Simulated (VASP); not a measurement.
The system is NaH.

```xyz
4
Lattice="0.0197 2.3961 2.3739 2.4334 2.4539 -0.0381 -2.3797 4.8921 -2.4934" Properties=species:S:1:pos:R:3 pbc="T T T"
Na    0.0567    4.9585   -0.1218
Na    0.0699    0.0527    0.0530
H    -0.1213    7.3080   -0.1325
H     0.1047    2.2939   -0.0349
```

* Program: VASP 6.6.1
* Task: relaxation of cell and atoms
* Functional: PBE
* Potentials or basis: VASP PAW PBE potentials, release 64 (Na_pv, H)
* Cutoff: 500 eV
* k mesh: 6 × 6 × 6
* Occupations: gaussian, width 0.1 eV
* Spin: no spin polarisation

At the start: pressure 0.2 GPa; volume 14.19 Å³/atom.

Problem. How do energy, volume and symmetry change on relaxing?

Solution. Over 12 steps the energy falls by 24.4 meV/atom and the volume is 14.08 Å³/atom (-0.8 %); space group P1 (No. 1, to 0.1 Å) before, Fm-3m (No. 225, to 0.1 Å).

Step by step:
| step | energy change (eV) | largest force (eV/Å) | pressure (GPa) | volume (Å³) |
| --- | --- | --- | --- | --- |
| 1 | 0.0000 | 0.4539 | 0.24 | 56.76 |
| 2 | -0.0267 | 0.3696 | 0.07 | 56.93 |
| 3 | -0.0745 | 0.1870 | -0.32 | 57.44 |
| 4 | -0.0491 | 0.3153 | -0.73 | 58.42 |
| 5 | -0.0824 | 0.1334 | -0.53 | 57.79 |
| 6 | -0.0825 | 0.1251 | -0.54 | 57.76 |
| 7 | -0.0885 | 0.0970 | -0.24 | 57.00 |
| 8 | -0.0931 | 0.0669 | 0.46 | 55.26 |
| 9 | -0.0933 | 0.0642 | 0.33 | 55.55 |
| 10 | -0.0958 | 0.0488 | 0.17 | 55.89 |
| 11 | -0.0971 | 0.0392 | -0.03 | 56.32 |
| 12 | -0.0977 | 0.0169 | -0.04 | 56.30 |

Final structure:
```
Na H
1.0
     0.00137    2.41142    2.41582
     2.41222    2.41449   -0.00086
    -2.41160    4.83036   -2.42235
Na H
2 2
Direct
  0.49810 0.50358 0.50041
  0.00222 0.99653 0.99960
  0.75284 0.74758 0.74922
  0.24685 0.25231 0.25077
```
